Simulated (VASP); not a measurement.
Re, 2 atoms in the cell. Symmetry: P6_3/mmc, No. 194, hexagonal system. The conventional cell has a = 2.775 Å, b = 2.775 Å, c = 4.485 Å, α = 90.00°, β = 90.00°, γ = 120.00°. Re (site symmetry -6m2) has 12 Re at 2.76 to 2.78 Å within 3.6 Å. 

```yaml
Program: VASP 6.6.1
Task: single point
Functional: PBE
Potentials_or_basis: VASP PAW PBE potentials, release 64 (Re)
Cutoff: 520 eV
k_mesh: 18 × 18 × 10
Occupations: gaussian, width 0.1 eV
Spin: no spin polarisation
Dipole_correction: no
Further_INCAR_settings: ALGO = Normal; EDIFF = 1e-06; NBANDS = 14
```

Potentials or basis: VASP PAW PBE potentials, release 64 (Re).

Launch:

```bash
$ cat potpaw_PBE.64/Re/POTCAR > POTCAR
$ mpirun -np 1 vasp_std > vasp.out
```

Hardware: 1 thread of Intel(R) Xeon(R) Platinum 8175M CPU @ 2.50GHz (Skylake/Cascade Lake) (shared host).

Question: How long does it take, and how much memory?

Answer: Wall time 80 s on 1 thread of Intel(R) Xeon(R) Platinum 8175M CPU @ 2.50GHz (Skylake/Cascade Lake), on a shared host, peak memory 0.22 GiB. Counts: scf iterations 12, k points 222.
